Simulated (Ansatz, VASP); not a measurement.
**Zn7F16: VASP beside Ansatz**

```
CELL_PARAMETERS angstrom
4.80025 -4.80025 0.00000
-4.80025 -4.80025 0.00000
0.00000 4.80025 -6.35040
ATOMIC_POSITIONS crystal
Zn 0.00827 0.00827 0.01654
Zn 0.75000 0.75000 0.50000
Zn 0.49173 0.49173 0.98346
Zn 0.62276 0.12276 0.24552
Zn 0.37071 0.87071 0.74141
Zn 0.12929 0.62929 0.25859
Zn 0.87724 0.37724 0.75448
F 0.75000 0.44408 0.50000
F 0.49214 0.18813 0.98429
F 0.25000 0.93434 0.50000
F 0.00786 0.70384 0.01571
F 0.32825 0.11041 0.22082
F 0.06698 0.87823 0.75645
F 0.81052 0.62177 0.24355
F 0.60742 0.38959 0.77918
F 0.75000 0.05592 0.50000
F 0.49214 0.79616 0.98429
F 0.25000 0.56566 0.50000
F 0.00786 0.31187 0.01571
F 0.89258 0.11041 0.22082
F 0.68948 0.87823 0.75645
F 0.43302 0.62177 0.24355
F 0.17175 0.38959 0.77918
```

Change from the starting cell: Zn vacancy, atoms relaxed.

Alike in both runs: functional PBE; k mesh 4 × 4 × 4; occupations gaussian, width 0.05 eV; no spin polarisation.

Ansatz relaxed the structure, and its values are those at the end. VASP's run is a single point on that final structure, the one shown.

|  | VASP | Ansatz |
| --- | --- | --- |
| version | VASP 6.6.1 | Ansatz 0.2.0 |
| potentials or method | VASP PAW PBE potentials, release 64 (Zn, F), cutoff 520 eV | scalar-relativistic, plane waves, PAW |
| valence electrons in the cell | 196 | 196 |

Ansatz gave:

| Item | Value |
| --- | --- |
| gap on the k mesh at the Fermi level (eV) | none |
| pressure (GPa) | -1.2 |
| rms of the force components (eV/Å) | 0.001 |

Task: What did VASP give for the same quantities?

Result: gap on the k mesh at the Fermi level (eV): none; pressure (GPa): -0.7; rms of the force components (eV/Å): 0.025.

A gap of «none» marks a metal or a gap that the smearing closes. Ansatz's warnings: stress scf threshold loose.
